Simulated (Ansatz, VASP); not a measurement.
**Ge in VASP and in Ansatz**

File INCAR:

```
PREC = Accurate ; ENCUT = 520
EDIFF = 1E-6 ; ISMEAR = 0
SIGMA = 0.15 ; LREAL = False
LASPH = True ; NELM = 60
ALGO = Normal ; ISIF = 2
LWAVE = False ; LCHARG = True
GGA = PS ; LELF = True
LVHAR = True ; NBANDS = 21
```

File KPOINTS:

```
regular mesh
0
Gamma
  14 14 14
```

POSCAR

```
Ge
1.0
    0.0000000000      2.8570577000      2.8287700000
    2.8004823000      0.0000000000      2.8287700000
    2.8004823000      2.8570577000      0.0000000000
Ge
2
Direct
    0.5000000000      0.5000000000      0.5000000000
    0.7500000000      0.7500000000      0.7500000000
```

Input for Ansatz:

```yaml
crystal:
  lattice:
    - [0.0, 2.8570577, 2.82877]
    - [2.8004823, 0.0, 2.82877]
    - [2.8004823, 2.8570577, 0.0]
  atoms:
    - { symbol: Ge, position: [0.5, 0.5, 0.5] }
    - { symbol: Ge, position: [0.75, 0.75, 0.75] }
basis:
  ecutwfc: 420
kpoints:
  mp_grid: { grid: [14, 14, 14] }
hamiltonian:
  xc: pbesol
scf:
  occupations: { method: gaussian, width: 0.15 }
output:
  forces: true
  stress: true
  eigenvalues: true
```

Change from the starting cell: strain -0.0100 x Voigt [1, -1, 0, 0, 0, 0], atoms carried along.

Alike in both runs: task single point; functional PBEsol; k mesh 14 × 14 × 14; occupations gaussian, width 0.15 eV; no spin polarisation.

|  | VASP | Ansatz |
| --- | --- | --- |
| version | VASP 6.6.1 | Ansatz 0.2.0 |
| potentials or method | VASP PAW PBE potentials, release 64 (Ge_d), cutoff 520 eV | scalar-relativistic, plane waves, PAW |
| valence electrons in the cell | 28 | 28 |

```tsv
	VASP	Ansatz	Ansatz less VASP
gap on the k mesh at the Fermi level (eV)	0.08	0.08	0.000
least direct gap on the mesh (eV)	0.08	0.08	0.000
pressure (GPa)	0.3	0.7	+0.43
traceless stress, the component that is largest in VASP (GPa)	-0.72	-0.72	0.000
```

VASP's potentials were made for PBE, not for PBEsol.
